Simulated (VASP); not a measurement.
Wanted: the native input for a VASP 6.6.1 run.

```
Task                   : single point
Functional             : PBEsol
Potentials or basis    : VASP PAW PBE potentials, release 64 (K_sv, Cl)
Cutoff                 : 500 eV
k mesh                 : 6 × 6 × 6
Occupations            : fermi-dirac, width 0.02 eV
Spin                   : no spin polarisation
Dipole correction      : no
Further INCAR settings : ALGO = Normal; EDIFF = 1e-06; NBANDS = 15
```

The structure of KCl lies in POSCAR:

```
KCl
1.0
    0.0000000000      3.1464700000      3.1464700000
    3.1464700000      0.0000000000      3.1464700000
    3.1464700000      3.1464700000      0.0000000000
K Cl
1 1
Direct
    0.0000000000      0.0000000000      0.0000000000
    0.5000000000      0.5000000000      0.5000000000
```

These files were run (other wordings do the same):

INCAR

```
SYSTEM = KCl
ALGO     = Normal         ! electronic algorithm
EDIFF    = 1E-6           ! SCF threshold, eV
ENCUT    = 500            ! plane-wave cutoff, eV
GGA      = PS             ! functional
GGA_COMPAT= .False.      
ISIF     = 2              ! what is computed and relaxed
ISMEAR   = -1             ! smearing method
LASPH    = .True.         ! aspherical terms in the spheres
LCHARG   = .False.        ! write CHGCAR
LREAL    = .False.        ! projectors in reciprocal space
LWAVE    = .False.        ! write WAVECAR
NBANDS   = 15             ! bands
NELM     = 120            ! most SCF steps
PREC     = Accurate       ! precision mode
SIGMA    = 0.02           ! smearing width, eV
```

KPOINTS

```
k-points
0
Gamma
  6 6 6
  0 0 0
```

Potentials or basis: VASP PAW PBE potentials, release 64 (K_sv, Cl).

Command:

```bash
$ cat potpaw_PBE.64/K_sv/POTCAR potpaw_PBE.64/Cl/POTCAR > POTCAR
$ mpirun -np 1 vasp_std > vasp.out
```

Results of the run:

| Quantity | Value |
| --- | --- |
| Pressure | -0.4 GPa |
| Band gap on the k mesh | 5.02 eV |

Caveat: the PAW data sets were made with another functional, which shifts forces and pressure a little.

It took 11 s on 1 thread of Intel(R) Xeon(R) Platinum 8259CL CPU @ 2.50GHz (Skylake/Cascade Lake), on a shared host, peak memory 0.17 GiB.
